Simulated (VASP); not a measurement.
# SrLuI5 (P1) in VASP: single point with PBEsol

Aim: the single point of SrLuI5 with PBEsol.

Everything below comes from runs of VASP 6.6.1. Logs are shortened: lines on timing, memory, paths and dates and some standing lists are left out, and cuts for length are marked.

## Step 1: The cell of the first run

The typed cell holds 7 atoms: a = 4.307 Å, b = 7.413 Å, c = 9.591 Å, α = 89.97°, β = 90.00°, γ = 106.71°.

## Step 2: Single point, PBEsol

Contents of INCAR:

```
SYSTEM = SrLuI5
PREC     = Accurate       ! precision mode
ENCUT    = 520            ! plane-wave cutoff, eV
EDIFF    = 1E-6           ! SCF threshold, eV
ISMEAR   = -1             ! smearing method
SIGMA    = 0.05           ! smearing width, eV
LREAL    = .False.        ! projectors in reciprocal space
LASPH    = .True.         ! aspherical terms in the spheres
NELM     = 60             ! most SCF steps
ALGO     = Normal         ! electronic algorithm
ISIF     = 2              ! what is computed and relaxed
LWAVE    = .False.        ! write WAVECAR
LCHARG   = .False.        ! write CHGCAR
GGA      = PS             ! functional
NBANDS   = 44             ! bands
```

Contents of KPOINTS:

```
regular mesh
0
Gamma
  4 4 2
  0 0 0
```

Contents of POSCAR:

```
SrLuI5
1.0
    4.2341356553     -0.7875318882     -0.0054609829
   -0.7968029211      7.3697057717      0.0000296856
    0.0142605410      0.0063979037      9.5905949296
Sr Lu I
1 1 5
Direct
    0.0134589020     -0.2609269005      0.4947417830
    0.5160522987      0.7438172100     -0.0053846142
    0.1603347095      0.0355313525     -0.0054267464
    0.6123196324     -0.0611395656      0.6903086213
   -0.0956649175      0.5183028449      0.8097132729
    0.6122943639     -0.0613343974      0.2988767067
   -0.0953893940      0.5185617848      0.1797192956
```

Potentials or basis: VASP PAW PBE potentials, release 64 (Sr_sv, Lu, I).

Launch:

```console
> cat potpaw_PBE.64/Sr_sv/POTCAR potpaw_PBE.64/Lu/POTCAR potpaw_PBE.64/I/POTCAR > POTCAR
> mpirun -np 1 vasp_std > vasp.out
```

OUTCAR:

```text
SYSTEM = SrLuI5
   PREC = Accurate
   ENCUT = 520
   EDIFF = 1E-6
   ISMEAR = -1
   LREAL = .False.
   LASPH = .True.
   NELM = 60
   ISIF = 2
   GGA = PS

 ion  position               nearest neighbor table
   1  0.013  0.739  0.495-   4 3.19   6 3.19   4 3.19   6 3.19   5 3.40   7 3.40
   2  0.516  0.744  0.995-   3 2.99   3 2.99   7 3.22   7 3.22   5 3.22   5 3.22   4 3.23   6 3.23

   3  0.160  0.036  0.995-   2 2.99   2 2.99
   4  0.612  0.939  0.690-   1 3.19   1 3.19   2 3.23
   5  0.904  0.518  0.810-   2 3.22   2 3.22   1 3.40   7 3.55
   6  0.612  0.939  0.299-   1 3.19   1 3.19   2 3.23
   7  0.905  0.519  0.180-   2 3.22   2 3.22   1 3.40   5 3.55

  LATTYP: Found a triclinic cell.
 ALAT       =     9.6140221420
 B/A-ratio  =     0.4479660247
 C/A-ratio  =     0.9975645494
 COS(alpha) =     0.0000718673
 COS(beta)  =     0.0004556121
 COS(gamma) =     0.6742777374

  Lattice vectors:

 A1 = (  -7.6714683895,  -5.7946419953,   0.0108922802)
 A2 = (  -4.2341356553,   0.7875318882,   0.0054609829)
 A3 = (  -0.0142605410,  -0.0063979037,  -9.5905949296)

Analysis of symmetry for initial positions (statically):
=====================================================================
 Subroutine PRICEL returns:
 Original cell was already a primitive cell.

 Routine SETGRP: Setting up the symmetry group for a
 triclinic supercell.

 Subroutine GETGRP returns: Found  1 space group operations
 (whereof  1 operations were pure point group operations)
 out of a pool of  2 trial point group operations.

The static configuration has the point symmetry C_1 .

Analysis of symmetry for dynamics (positions and initial velocities):
=====================================================================
 Subroutine PRICEL returns:
 Original cell was already a primitive cell.

 Routine SETGRP: Setting up the symmetry group for a
 triclinic supercell.

 Subroutine GETGRP returns: Found  1 space group operations
 (whereof  1 operations were pure point group operations)
 out of a pool of  2 trial point group operations.

The dynamic configuration has the point symmetry C_1 .

 Subroutine INISYM returns: Found  1 space group operations
 (whereof  1 operations are pure point group operations),
 and found     1 'primitive' translations

----------------------------------------------------------------------------------------

                                     Primitive cell

  volume of cell :     293.2506

  direct lattice vectors                    reciprocal lattice vectors
     4.234135655 -0.787531888 -0.005460983     0.241022093  0.026058994 -0.000375767
    -0.796802921  7.369705772  0.000029686     0.025755670  0.138475297 -0.000130674
     0.014260541  0.006397904  9.590594930     0.000137161  0.000014410  0.104268605

  length of vectors
     4.306755280  7.412655264  9.590607666     0.242427023  0.140850202  0.104268696

  position of ions in fractional coordinates (direct lattice)
     0.013458902  0.739073099  0.494741783
     0.516052299  0.743817210  0.994615386
     0.160334709  0.035531353  0.994573254
     0.612319632  0.938860434  0.690308621
     0.904335082  0.518302845  0.809713273
     0.612294364  0.938665603  0.298876707
     0.904610606  0.518561785  0.179719296

  ion indices of the primitive-cell ions
   primitive index   ion index
                 1           1
                 2           2
                 3           3
                 4           4
                 5           5
                 6           6
                 7           7

----------------------------------------------------------------------------------------

 KPOINTS: regular mesh

Automatic generation of k-mesh.
 Grid dimensions read from file:
 generate k-points for:    4    4    2

 Generating k-lattice:

  Cartesian coordinates                     Fractional coordinates (reciprocal lattice)
     0.060255523  0.006514749 -0.000093942     0.250000000 -0.000000000 -0.000000000
     0.006438917  0.034618824 -0.000032668    -0.000000000  0.250000000  0.000000000
     0.000068580  0.000007205  0.052134302     0.000000000  0.000000000  0.500000000

  Length of vectors
     0.060606756  0.035212551  0.052134348

  Shift w.r.t. Gamma in fractional coordinates (k-lattice)
     0.000000000  0.000000000  0.000000000

 Subroutine IBZKPT returns following result:
 ===========================================

 Found     20 irreducible k-points:

 Following reciprocal coordinates:
            Coordinates               Weight
  0.000000  0.000000  0.000000      1.000000
  0.250000 -0.000000 -0.000000      2.000000
  0.500000 -0.000000 -0.000000      1.000000
 -0.000000  0.250000  0.000000      2.000000
  0.250000  0.250000  0.000000      2.000000
  0.500000  0.250000  0.000000      2.000000
[... 12 lines left out ...]
  0.250000  0.500000  0.500000      2.000000
  0.500000  0.500000  0.500000      1.000000
   k-points           NKPTS =     20   k-points in BZ     NKDIM =     20   number of bands    NBANDS=     44
   number of dos      NEDOS =    301   number of ions     NIONS =      7
   total plane-waves  NPLWV = 129024
   dimension x,y,z NGX =    32 NGY =   56 NGZ =   72
   dimension x,y,z NGXF=    64 NGYF=  112 NGZF=  144
   ions per type =               1   1   5
   NGX,Y,Z   is equivalent  to a cutoff of  12.35, 12.56, 12.48 a.u.
   NGXF,Y,Z  is equivalent  to a cutoff of  24.70, 25.12, 24.96 a.u.
 SYSTEM =  SrLuI5
   PREC   = accura    normal or accurate (medium, high low for compatibility)
   ISTART =      0    job   : 0-new  1-cont  2-samecut
   ICHARG =      2    charge: 1-file 2-atom 10-const
   ISPIN  =      1    spin polarized calculation?
   LNONCOLLINEAR =      F non collinear calculations
   LSORBIT =      F    spin-orbit coupling
   LASPH  =      T    aspherical Exc in radial PAW
   ENCUT  =  520.0 eV  38.22 Ry    6.18 a.u.   8.01 13.78 17.83*2*pi/ulx,y,z
   NELM   =     60;   NELMIN=  2; NELMDL= -5     # of ELM steps
   EDIFF  = 0.1E-05   stopping-criterion for ELM
   LREAL  =      F    real-space projection
   EDIFFG = 0.1E-04   stopping-criterion for IOM
   NSW    =      0    number of steps for IOM
   IBRION =     -1    ionic relax: 0-MD 1-quasi-New 2-CG
   NFREE  =      0    steps in history (QN), initial steepest desc. (CG)
   ISIF   =      2    stress and relaxation
   ISYM   =      2    0-nonsym 1-usesym 2-fastsym
   POTIM  = 0.5000    time-step for ionic-motion
   TEBEG  =    0.0;   TEEND  =   0.0 temperature during run
   PSTRESS=    0.0 pullay stress
   NELECT =      70.0000    total number of electrons
   NUPDOWN=      -1.0000    fix difference up-down
   EMIN   =  10.00;   EMAX   =-10.00  energy-range for DOS
   EFERMI =   0.00;   METHOD = LEGACY
   ISMEAR =    -1;   SIGMA  =   0.05  broadening in eV -4-tet -1-fermi 0-gaus
   EFERMI_NEDOS =   21; number of points for ismear=-14 and -15
   IALGO  =     38    algorithm
   IMIX   =      4    mixing-type and parameters
     AMIX     =   0.40;   BMIX     =  1.00
     AMIX_MAG =   1.60;   BMIX_MAG =  1.00
  volume/ion in A,a.u.               =      41.89       282.71
  Fermi-wavevector in a.u.,A,eV,Ry     =   1.015534  1.919081 14.031821  1.031310
  Thomas-Fermi vector in A             =   2.148826
   LORBIT       =      0    0 simple, 1 ext, 2 COOP (PROOUT), +10 PAW based schemes
   GGA     = PS    functional components
   LHFCALC =     F    Hartree Fock is set to
   AEXX    =    0.0000 exact exchange contribution
   IVDW    =     0    specifies the selected vdW correction
   LEPSILON=     F    determine dielectric tensor
   LRPA    =     F    only Hartree local field effects (RPA)
 non-spin polarized calculation
  energy-cutoff  :      520.00
  volume of cell :      293.25
 maximum number of plane-waves:      7936
   NGX = 17   NGY = 27   NGZ = 35

 number of electron      70.0000003 magnetization

 Free energy of the ion-electron system (eV)
  ---------------------------------------------------
  ext. energy  EPLUGINS =         0.00000000
  ---------------------------------------------------
  free energy    TOTEN  =       -24.81698709 eV

  energy without entropy =      -24.81698708  energy(sigma->0) =      -24.81698708

 E-fermi :   3.2083     XC(G=0):  -8.0065

 val. band max:        2.2742232939   @ k =  -0.0000   0.5000   0.0000
 cond. band min:       4.0959886400   @ k =  -0.0000   0.5000   0.0000
 fundamental gap:      1.8217653461
 Fermi energy:         3.2083119330

 k-point     1 :       0.0000    0.0000    0.0000
  band No.  band energies     occupation
      1     -54.3487      2.00000
      2     -32.7006      2.00000
      3     -25.0094      2.00000
      4     -24.9547      2.00000
      5     -24.9469      2.00000
      6     -14.8384      2.00000
[... 36 lines left out ...]
     43       6.7121      0.00000
     44       6.9676      0.00000

 k-point     2 :       0.2500   -0.0000   -0.0000
  band No.  band energies     occupation
      1     -54.3485      2.00000
      2     -32.6980      2.00000
      3     -25.0063      2.00000
      4     -24.9631      2.00000
      5     -24.9530      2.00000
      6     -14.8403      2.00000
[... 36 lines left out ...]
     43       6.7386      0.00000
     44       7.2226      0.00000

 k-point     3 :       0.5000   -0.0000   -0.0000
  band No.  band energies     occupation
      1     -54.3483      2.00000
      2     -32.6954      2.00000
      3     -25.0032      2.00000
      4     -24.9792      2.00000
      5     -24.9513      2.00000
      6     -14.9002      2.00000
[... 788 lines left out ...]
     43       6.3334      0.00000
     44       7.2312      0.00000

 k-point    20 :       0.5000    0.5000    0.5000
  band No.  band energies     occupation
      1     -54.3483      2.00000
      2     -32.6954      2.00000
      3     -25.0032      2.00000
      4     -24.9792      2.00000
      5     -24.9513      2.00000
      6     -14.9001      2.00000
[... 36 lines left out ...]
     43       6.7532      0.00000
     44       7.5044      0.00000

------------------------ aborting loop because EDIFF is reached ----------------------------------------

  FORCE on cell =-STRESS in cart. coord.  units (eV):
  Direction    XX          YY          ZZ          XY          YZ          ZX
  --------------------------------------------------------------------------------------
  -------------------------------------------------------------------------------------
  Total        0.1551807      0.1107672      0.1519733     -0.0126532      0.0013999     -0.0014029
  in kB        0.8478313      0.6051775      0.8303077     -0.0691309      0.0076485     -0.0076646
  external PRESSURE =       0.7611055 kB  Pullay stress =       0.0000000 kB

 VOLUME and BASIS-vectors are now :
 -----------------------------------------------------------------------------
  energy-cutoff  :      520.00
  volume of cell :      293.25
      direct lattice vectors                 reciprocal lattice vectors
     4.234135655 -0.787531888 -0.005460983     0.241022093  0.026058994 -0.000375767
    -0.796802921  7.369705772  0.000029686     0.025755670  0.138475297 -0.000130674
     0.014260541  0.006397904  9.590594930     0.000137161  0.000014410  0.104268605

 POSITION                                       TOTAL-FORCE (eV/Angst)
 -----------------------------------------------------------------------------------
     -0.52485      5.43932      4.74482        -0.003094     -0.020946     -0.001542
      1.60654      5.08167      9.53616        -0.003334     -0.011237      0.000427
      0.66475      0.14195      9.53767         0.004233      0.016033     -0.000425
      1.85440      6.44132      6.61715         0.003459      0.014022      0.011057
      3.42764      3.11273      7.76071        -0.001660     -0.004622      0.001222
      1.84887      6.43740      2.86309         0.003059      0.015735     -0.009499
      3.41962      3.11039      1.71869        -0.002664     -0.008984     -0.001240
 -----------------------------------------------------------------------------------
    total drift:                               -0.000542     -0.000814     -0.000606

  FREE ENERGIE OF THE ION-ELECTRON SYSTEM (eV)
  ---------------------------------------------------
  free  energy   TOTEN  =       -24.8169870859 eV

  energy  without entropy=      -24.8169870825  energy(sigma->0) =      -24.81698708
```

Wall time 2.9 min (1 thread of Intel Xeon Platinum 8559C (Emerald Rapids), shared host); peak memory 0.52 GiB.

Results:

| Item | Value |
| --- | --- |
| Free energy | -24.8170 eV |
| Pressure | 0.1 GPa |
| Largest force | 0.021 eV/Å |
| Band gap on the k mesh | 1.82 eV |

Forces in eV/Å, atoms in the order of the input:
```
Sr  -0.003 -0.021 -0.002
Lu  -0.003 -0.011  0.000
I    0.004  0.016  0.000
I    0.003  0.014  0.011
I   -0.002 -0.005  0.001
I    0.003  0.016 -0.009
I   -0.003 -0.009 -0.001
```

Caveat: the PAW data sets were made with another functional, which shifts forces and pressure a little; spin-orbit coupling is left out, which moves the levels of the heavy elements.
